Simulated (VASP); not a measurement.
Here is a VASP 6.6.1 calculation.

The input INCAR:

```
SYSTEM = MnO
PREC = Accurate
ENCUT = 520
EDIFF = 1E-8
ISMEAR = -1
SIGMA = 0.05
LREAL = .FALSE.
LASPH = .TRUE.
NELM = 150
ALGO = Normal
ISIF = 2
LWAVE = .FALSE.
LCHARG = .FALSE.
ISPIN = 2
MAGMOM = 4 0
LORBIT = 11
LMAXMIX = 4
GGA = PE
LEFG = .TRUE.
NBANDS = 20
```

The input KPOINTS:

```
Automatic mesh
0
G
  16 16 16
  0 0 0
```

POSCAR

```
MnO
1.0
   -0.0666600000      2.1886700000      2.1886700000
    2.1886700000     -0.0666600000      2.1886700000
    2.1886700000      2.1886700000     -0.0666600000
Mn O
1 1
Direct
    0.0000000000      0.0000000000      0.0000000000
    0.5000000000      0.5000000000      0.5000000000
```

Potentials or basis: VASP PAW PBE potentials, release 64 (Mn_pv, O).

Launch:

```bash
$ cat potpaw_PBE.64/Mn_pv/POTCAR potpaw_PBE.64/O/POTCAR > POTCAR
$ mpirun -np 1 vasp_std > vasp.out
```

Task: What does it give for the pressure?

Result: 0.0 GPa.

Task: Predict the site moments.

Result: Mn +4.32; O +0.20 μB.

Stress tensor (GPa, compression positive):
```
0.04 1.86 1.86
1.86 0.04 1.86
1.86 1.86 0.04
```

Caveat: the cell differs from its parent crystal (equal xy, yz and zx shear strains of -3 %); without QUAD_EFG the Cq values of the log hold for a quadrupole moment of 1 mb, not for the nuclei; a cell with one magnetic atom can't hold antiferromagnetic order, which such compounds often take.
